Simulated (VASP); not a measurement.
Write the native input for VASP 6.6.1 that does the following.

```yaml
Task: single point
Functional: PBEsol
Potentials_or_basis: VASP PAW PBE potentials, release 64 (Si)
Cutoff: 520 eV
k_mesh: 2 × 2 × 2
Occupations: fermi-dirac, width 0.05 eV
Spin: no spin polarisation
Dipole_correction: no
Further_INCAR_settings: LREAL = Auto; ALGO = Normal; EDIFF = 1e-06; NBANDS = 48
```

The structure of Si (a cell with a defect) lies in POSCAR:

```
Si
1.0
    0.0000000000      5.4300000000      5.4300000000
    5.4300000000      0.0000000000      5.4300000000
    5.4300000000      5.4300000000      0.0000000000
Si
17
Direct
    0.0006127072      0.0003272560      0.0005197053
    0.1249445672      0.1250486188      0.1249872928
    0.0007011050      0.0003366483      0.4984858195
    0.1223260589      0.1215855433      0.6280505525
    0.0005237569      0.4986023941      0.0004635359
    0.1221188766      0.6279676796      0.1219065378
   -0.0058760589      0.5018604052      0.5020337017
    0.1222296501      0.6279591160      0.6280114180
    0.4984217311      0.0003668508      0.0006716390
    0.6281105893      0.1216323204      0.1221592081
    0.5025903315     -0.0073848066      0.5024717311
    0.6282016575      0.1216438306      0.6282016575
    0.5022463168      0.5019569982     -0.0063212707
    0.6280302947      0.6279776243      0.1221046961
    0.5024088398      0.5020226519      0.5023316759
    0.6256923573      0.6242242173      0.6252571823
    0.3756542357      0.3742264273      0.3752634438
```

One way to write it, as run:

INCAR

```
SYSTEM = Si
PREC     = Accurate       ! precision mode
ENCUT    = 520            ! plane-wave cutoff, eV
EDIFF    = 1E-6           ! SCF threshold, eV
ISMEAR   = -1             ! smearing method
SIGMA    = 0.05           ! smearing width, eV
LREAL    = Auto         
LASPH    = .True.         ! aspherical terms in the spheres
NELM     = 60             ! most SCF steps
ALGO     = Normal         ! electronic algorithm
ISIF     = 2              ! what is computed and relaxed
LWAVE    = .False.        ! write WAVECAR
LCHARG   = .True.         ! write CHGCAR
GGA      = PS             ! functional
LELF     = .True.         ! ELF
LVHAR    = .True.       
NBANDS   = 48             ! bands
```

KPOINTS

```
Automatic mesh
0
Gamma
  2 2 2
  0 0 0
```

Potentials or basis: VASP PAW PBE potentials, release 64 (Si).

Run with:

```sh
$ cat potpaw_PBE.64/Si/POTCAR > POTCAR
$ mpirun -np 1 vasp_std > vasp.out
```

It gave:

```json
{"Pressure": "3.5 GPa", "Largest force": "0.022 eV/Å", "Band gap on the k mesh": "zero (bands 34 and 35 overlap by 0.25 eV)"}
```

Caveat: the k points lie up to 0.50 Å⁻¹ apart; the PAW data sets were made with another functional, which shifts forces and pressure a little.

Run time: 6.7 min on 1 thread of Intel Xeon 8259CL, on a shared host, peak memory 0.47 GiB.
